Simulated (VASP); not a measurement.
# PbSe (Clausthalite) (Fm-3m) in VASP: notebook

Runs on PbSe (Clausthalite). Level: r2SCAN-based global hybrid. Tasks: single point.

All numbers are computed with VASP 6.6.1; they aren't measurements. Logs are shortened: lines on timing, memory, paths and dates and some standing lists are left out, and cuts for length are marked.

**1. The cell of the first run**

The structure is cubic, space group Fm-3m (No. 225). The conventional cell has a = 6.121 Å, b = 6.121 Å, c = 6.121 Å, α = 90.00°, β = 90.00°, γ = 90.00°. Pb (site symmetry m-3m) has 6 Se at 3.06 Å within 4.0 Å. Se (site symmetry m-3m) has 6 Pb at 3.06 Å within 4.0 Å.

**2. Single point, r2SCAN-based global hybrid**

Input file POSCAR:

```
PbSe
1.0
    0.0000000000      3.0606500000      3.0606500000
    3.0606500000      0.0000000000      3.0606500000
    3.0606500000      3.0606500000      0.0000000000
Pb Se
1 1
Direct
    0.0000000000      0.0000000000      0.0000000000
    0.5000000000      0.5000000000      0.5000000000
```

Input file INCAR.step1:

```
ALGO     = Normal         # electronic algorithm
EDIFF    = 1E-5           # SCF threshold, eV
ENCUT    = 520            # plane-wave cutoff, eV
GGA      = PE             # functional
ISIF     = 2              # what is computed and relaxed
ISMEAR   = -1             # smearing method
LASPH    = T              # aspherical terms in the spheres
LREAL    = F              # projectors in reciprocal space
LWAVE    = T              # write WAVECAR
NBANDS   = 17             # bands
NELM     = 80             # most SCF steps
PREC     = Accurate       # precision mode
SIGMA    = 0.05           # smearing width, eV
```

Input file INCAR.step2:

```
AEXX     = 0.25           # exact-exchange fraction
ALGO     = Normal         # electronic algorithm
EDIFF    = 1E-7           # SCF threshold, eV
ENCUT    = 520            # plane-wave cutoff, eV
ISIF     = 2              # what is computed and relaxed
ISMEAR   = -1             # smearing method
ISTART   = 1            
LASPH    = T              # aspherical terms in the spheres
LCHARG   = T              # write CHGCAR
LELF     = T              # ELF
LHFCALC  = T              # exact exchange
LMIXTAU  = T            
LREAL    = F              # projectors in reciprocal space
LVHAR    = T            
LWAVE    = F              # write WAVECAR
METAGGA  = R2SCAN         # meta-GGA
NBANDS   = 17             # bands
NELM     = 80             # most SCF steps
PREC     = Accurate       # precision mode
PRECFOCK = Normal       
SIGMA    = 0.05           # smearing width, eV
```

Input file KPOINTS:

```
k-points
0
Gamma
  4 4 4
```

Potentials or basis: VASP PAW PBE potentials, release 64 (Pb_d, Se).

Command:

```
$ cat potpaw_PBE.64/Pb_d/POTCAR potpaw_PBE.64/Se/POTCAR > POTCAR
$ cp INCAR.step1 INCAR
$ mpirun -np 1 vasp_std > vasp.out
$ cp INCAR.step2 INCAR
$ mpirun -np 1 vasp_std > vasp.out
```

OUTCAR:

```text
AEXX = 0.25
   EDIFF = 1E-7
   ENCUT = 520
   ISIF = 2
   ISMEAR = -1
   ISTART = 1
   LASPH = T
   LHFCALC = T
   LREAL = F
   METAGGA = R2SCAN
   NELM = 80
   PREC = Accurate
   PRECFOCK = Normal

 ion  position               nearest neighbor table
   1  0.000  0.000  0.000-   2 3.06   2 3.06   2 3.06   2 3.06   2 3.06   2 3.06
   2  0.500  0.500  0.500-   1 3.06   1 3.06   1 3.06   1 3.06   1 3.06   1 3.06

  LATTYP: Found a face centered cubic cell.
 ALAT       =     6.1213000000

  Lattice vectors:

 A1 = (   0.0000000000,   3.0606500000,   3.0606500000)
 A2 = (   3.0606500000,   0.0000000000,   3.0606500000)
 A3 = (   3.0606500000,   3.0606500000,   0.0000000000)

Analysis of symmetry for initial positions (statically):
=====================================================================
 Subroutine PRICEL returns:
 Original cell was already a primitive cell.

 Routine SETGRP: Setting up the symmetry group for a
 face centered cubic supercell.

 Subroutine GETGRP returns: Found 48 space group operations
 (whereof 48 operations were pure point group operations)
 out of a pool of 48 trial point group operations.

The static configuration has the point symmetry O_h .

Analysis of symmetry for dynamics (positions and initial velocities):
=====================================================================
 Subroutine PRICEL returns:
 Original cell was already a primitive cell.

 Routine SETGRP: Setting up the symmetry group for a
 face centered cubic supercell.

 Subroutine GETGRP returns: Found 48 space group operations
 (whereof 48 operations were pure point group operations)
 out of a pool of 48 trial point group operations.

The dynamic configuration has the point symmetry O_h .

 Subroutine INISYM returns: Found 48 space group operations
 (whereof 48 operations are pure point group operations),
 and found     1 'primitive' translations

----------------------------------------------------------------------------------------

                                     Primitive cell

  volume of cell :      57.3418

  direct lattice vectors                    reciprocal lattice vectors
     0.000000000  3.060650000  3.060650000    -0.163363991  0.163363991  0.163363991
[... 72 lines left out ...]
   NSW    =      0    number of steps for IOM
   IBRION =     -1    ionic relax: 0-MD 1-quasi-New 2-CG
   NFREE  =      0    steps in history (QN), initial steepest desc. (CG)
   ISIF   =      2    stress and relaxation
   ISYM   =      3    0-nonsym 1-usesym 2-fastsym
   POTIM  = 0.5000    time-step for ionic-motion
   TEBEG  =    0.0;   TEEND  =   0.0 temperature during run
   PSTRESS=    0.0 pullay stress
   NELECT =      20.0000    total number of electrons
   NUPDOWN=      -1.0000    fix difference up-down
   EMIN   =  10.00;   EMAX   =-10.00  energy-range for DOS
   EFERMI =   0.00;   METHOD = LEGACY
   ISMEAR =    -1;   SIGMA  =   0.05  broadening in eV -4-tet -1-fermi 0-gaus
   EFERMI_NEDOS =   21; number of points for ismear=-14 and -15
   IALGO  =     38    algorithm
   IMIX   =      1    mixing-type and parameters
     AMIX     =   0.40;   BMIX     =  1.00
     AMIX_MAG =   1.60;   BMIX_MAG =  1.00
  volume/ion in A,a.u.               =      28.67       193.48
  Fermi-wavevector in a.u.,A,eV,Ry     =   1.152377  2.177676 18.068159  1.327972
  Thomas-Fermi vector in A             =   2.289028
   LORBIT       =      0    0 simple, 1 ext, 2 COOP (PROOUT), +10 PAW based schemes
   METAGGA = R2SCAN    functional components
   LHFCALC =     T    Hartree Fock is set to
   PRECFOCK=normal    Normal, Fast or Accurate (Low or Medium for compatibility)
   ENCUT4O =  -1.0   cutoff for four orbital integrals eV
   NKREDX  =     1    reduce k-point grid by
   NKREDY  =     1    reduce k-point grid by
   NKREDZ  =     1    reduce k-point grid by
   AEXX    =    0.2500 exact exchange contribution
   HFSCREEN=    0.0000 screening length (either q_TF or 0.3 A-1)
   HFSCREENC=   0.0000 screening length for correlation (either q_TF or 0.3 A-1)
   ENCUTFOCK=  -1.0 apply spherical cutoff to Coloumb kernel
   IVDW    =     0    specifies the selected vdW correction
   LEPSILON=     F    determine dielectric tensor
   LRPA    =     F    only Hartree local field effects (RPA)
 non-spin polarized calculation
  energy-cutoff  :      520.00
  volume of cell :       57.34
 maximum number of plane-waves:      1572
  NGX = 28; NGY = 28; NGZ = 28

 number of electron      20.0000000 magnetization

 Free energy of the ion-electron system (eV)
  ---------------------------------------------------
  ext. energy  EPLUGINS =         0.00000000
  ---------------------------------------------------
  free energy    TOTEN  =       -59.06586124 eV

  energy without entropy =      -59.06586121  energy(sigma->0) =      -59.06586123

 E-fermi :   5.1274     XC(G=0):  -7.8770

 val. band max:        4.3411339827   @ k =   0.5000   0.0000   0.0000
 cond. band min:       5.9137158579   @ k =   0.5000   0.0000   0.0000
 fundamental gap:      1.5725818752
 Fermi energy:         5.1273827659

 k-point     1 :       0.0000    0.0000    0.0000
  band No.  band energies     occupation
      1     -14.7863      2.00000
      2     -14.7863      2.00000
      3     -14.7774      2.00000
      4     -14.7774      2.00000
      5     -14.7774      2.00000
      6     -11.1432      2.00000
[... 137 lines left out ...]
      4     -14.7655      2.00000
      5     -14.7333      2.00000
      6      -9.4737      2.00000
[... 9 lines left out ...]
     16      18.2894      0.00000
     17      19.0901      0.00000

------------------------ aborting loop because EDIFF is reached ----------------------------------------

  FORCE on cell =-STRESS in cart. coord.  units (eV):
  Direction    XX          YY          ZZ          XY          YZ          ZX
  --------------------------------------------------------------------------------------
  -------------------------------------------------------------------------------------
  Total        0.2922517      0.2922517      0.2922517     -0.0000000      0.0000000     -0.0000000
  in kB        8.1657613      8.1657613      8.1657613     -0.0000000      0.0000000     -0.0000000
  external PRESSURE =       8.1657613 kB  Pullay stress =       0.0000000 kB

 VOLUME and BASIS-vectors are now :
 -----------------------------------------------------------------------------
  energy-cutoff  :      520.00
  volume of cell :       57.34
      direct lattice vectors                 reciprocal lattice vectors
     0.000000000  3.060650000  3.060650000    -0.163363991  0.163363991  0.163363991
     3.060650000  0.000000000  3.060650000     0.163363991 -0.163363991  0.163363991
     3.060650000  3.060650000  0.000000000     0.163363991  0.163363991 -0.163363991

 POSITION                                       TOTAL-FORCE (eV/Angst)
 -----------------------------------------------------------------------------------
      0.00000      0.00000      0.00000         0.000000     -0.000000     -0.000000
      3.06065      3.06065      3.06065        -0.000000      0.000000      0.000000
 -----------------------------------------------------------------------------------
    total drift:                               -0.000002     -0.000001     -0.000000

  FREE ENERGIE OF THE ION-ELECTRON SYSTEM (eV)
  ---------------------------------------------------
  free  energy   TOTEN  =       -59.0658612444 eV

  energy  without entropy=      -59.0658612135  energy(sigma->0) =      -59.06586123
```

OUTCAR.step1:

```text
EDIFF = 1E-5
   ENCUT = 520
   GGA = PE
   ISIF = 2
   ISMEAR = -1
[... 361 lines left out ...]
 -----------------------------------------------------------------------------------
      0.00000      0.00000      0.00000        -0.000000      0.000000     -0.000000
      3.06065      3.06065      3.06065         0.000000      0.000000      0.000000
 -----------------------------------------------------------------------------------
    total drift:                                0.000000     -0.000000     -0.000000

  FREE ENERGIE OF THE ION-ELECTRON SYSTEM (eV)
  ---------------------------------------------------
  free  energy   TOTEN  =        -8.1690260942 eV

  energy  without entropy=       -8.1665176454  energy(sigma->0) =       -8.16777187
```

Wall time 13 min (1 thread of Intel Xeon Platinum 8488C (Sapphire Rapids), shared host); peak memory 0.2 GiB.

What came out:

```
Free energy            : -59.0659 eV
Pressure               : 0.8 GPa
Band gap on the k mesh : 1.57 eV, direct
```

Caveat: the k points lie up to 0.44 Å⁻¹ apart; the PAW data sets were made with another functional, which shifts forces and pressure a little; spin-orbit coupling is left out, which moves the levels of the heavy elements. A k mesh can miss the band edges.

**3. Single point, r2SCAN-based global hybrid**

POSCAR is that of step 2.

Input file INCAR.step1:

```
  PREC = Accurate
  ENCUT = 520
  EDIFF = 1E-5
  ISMEAR = -1
  SIGMA = 0.05
  LREAL = False
  LASPH = True
  NELM = 80
  ALGO = Normal
  ISIF = 2
  LWAVE = True
  LCHARG = False
  GGA = PE
  NBANDS = 17
```

Input file INCAR.step2:

```
  PREC = Accurate
  ENCUT = 520
  EDIFF = 1E-7
  ISMEAR = -1
  SIGMA = 0.05
  LREAL = False
  LASPH = True
  NELM = 80
  ALGO = Normal
  ISIF = 2
  LWAVE = False
  LCHARG = False
  METAGGA = R2SCAN
  LHFCALC = True
  AEXX = 0.35
  LMIXTAU = True
  PRECFOCK = Normal
  ISTART = 1
  NBANDS = 17
```

Input file KPOINTS:

```
Automatic mesh
0
Gamma
  4 4 4
```

Potentials or basis: VASP PAW PBE potentials, release 64 (Pb_d, Se).

Command:

```
$ cat potpaw_PBE.64/Pb_d/POTCAR potpaw_PBE.64/Se/POTCAR > POTCAR
$ cp INCAR.step1 INCAR
$ mpirun -np 1 vasp_std > vasp.out
$ cp INCAR.step2 INCAR
$ mpirun -np 1 vasp_std > vasp.out
```

Run time: 14 min. Hardware: 1 thread of Intel Xeon Platinum 8488C (Sapphire Rapids), shared host; peak memory 0.21 GiB.

The run converged. Its results:

```yaml
Free_energy: -53.9455 eV
Pressure: 0.6 GPa
Band_gap_on_the_k_mesh: 1.99 eV, direct
```

Levels at points of the mesh, in eV from the valence-band top:
```tsv
k point	band 6	band 7	band 8	band 9	band 10	band 11	band 12	band 13	band 14	band 15
(0.00, 0.00, 0.00)	-16.01	-6.94	-2.44	-2.44	-2.44	6.98	6.98	6.98	8.68	8.68
(0.50, 0.00, 0.00)	-14.76	-10.22	-1.98	-1.98	0.00	1.99	3.44	3.44	10.93	12.67
(0.50, 0.50, 0.00)	-14.31	-8.35	-6.03	-3.99	-3.99	5.51	8.04	8.04	8.55	13.93
```

Caveat: the k points lie up to 0.44 Å⁻¹ apart; the PAW data sets were made with another functional, which shifts forces and pressure a little; spin-orbit coupling is left out, which moves the levels of the heavy elements.
